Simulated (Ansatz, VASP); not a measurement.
TiAl in VASP and in Ansatz

INCAR

```
ALGO = Fast
EDIFF = 1E-7
ENCUT = 520
GGA = PS
ISIF = 2
ISMEAR = 0
LASPH = True
LCHARG = True
LELF = True
LREAL = False
LVHAR = True
LWAVE = False
NBANDS = 14
NELM = 80
PREC = Accurate
SIGMA = 0.15
```

Contents of KPOINTS:

```
k-points
0
Gamma
  18 18 10
```

The input POSCAR:

```
TiAl
1.0
    2.9102711662      0.0000000000      0.0000000000
   -1.4551355831      2.5203687618      0.0000000000
    0.0000000000      0.0000000000      4.8184254900
Ti Al
1 1
Direct
    0.0000000000      0.0000000000      0.0000000000
    0.3333333333      0.6666666667      0.5000000000
```

Input for Ansatz:

```yaml
crystal:
  lattice:
    - [2.9102711662, 0.0, 0.0]
    - [-1.4551355831, 2.5203687618, 0.0]
    - [0.0, 0.0, 4.81842549]
  atoms:
    - { symbol: Ti, position: [0.0, 0.0, 0.0] }
    - { symbol: Al, position: [0.3333333333, 0.6666666667, 0.5] }
basis:
  ecutwfc: 420
kpoints:
  mp_grid: { grid: [18, 18, 10] }
hamiltonian:
  xc: pbesol
scf:
  occupations: { method: gaussian, width: 0.15 }
output:
  forces: true
  stress: true
  eigenvalues: true
```

Change from the starting cell: strain +0.015 along x and y, +0.030 along z, atoms carried along.

Alike in both runs: task single point; functional PBEsol; k mesh 18 × 18 × 10; occupations gaussian, width 0.15 eV; no spin polarisation.

|  | VASP | Ansatz |
| --- | --- | --- |
| version | VASP 6.6.1 | Ansatz 0.2.0 |
| potentials or method | VASP PAW PBE potentials, release 64 (Ti_sv, Al), cutoff 520 eV | scalar-relativistic, plane waves, PAW |
| valence electrons in the cell | 15 | 15 |

|  | VASP | Ansatz | Ansatz less VASP |
| --- | --- | --- | --- |
| gap on the k mesh at the Fermi level (eV) | none | none | - |
| pressure (GPa) | -8.3 | -8.3 | 0.00 |
| traceless stress, the component that is largest in VASP (GPa) | -2.54 | -2.59 | -0.048 |

VASP's potentials were made for PBE, not for PBEsol. A gap of «none» marks a metal or a gap that the smearing closes. The functional is the same, so the differences come from potentials, cutoffs and numerics.
